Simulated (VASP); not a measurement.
Si:

```
Si
1.0
     2.52700    0.00000    0.00000
    -1.26350    2.18845    0.00000
     0.00000    0.00000    2.37300
Si
1
Direct
  0.00000 0.00000 0.00000
```

This isn't the form of Si at room conditions, which is diamond.

Base run:

```yaml
Program: VASP 6.6.1
Functional: PBE
Potentials_or_basis: VASP PAW PBE potentials, release 64 (Si)
Cutoff: 500 eV
k_mesh: 14 × 14 × 13
Occupations: fermi-dirac, width 0.5 eV
Spin: no spin polarisation
```

Its results: band gap on the k mesh zero (bands 2 and 3 overlap by 11.50 eV); pressure 21.4 GPa.

Problem. The run is repeated on the same cell with these changes: occupations from fermi-dirac, width 0.5 eV to fermi-dirac, width 0.2 eV. What comes out?

Solution. Band gap on the k mesh zero (bands 2 and 3 overlap by 11.50 eV); pressure 20.7 GPa.

Caveats: the cell stands under pressure; so wide a smearing shifts energies and pressures (at least some runs).
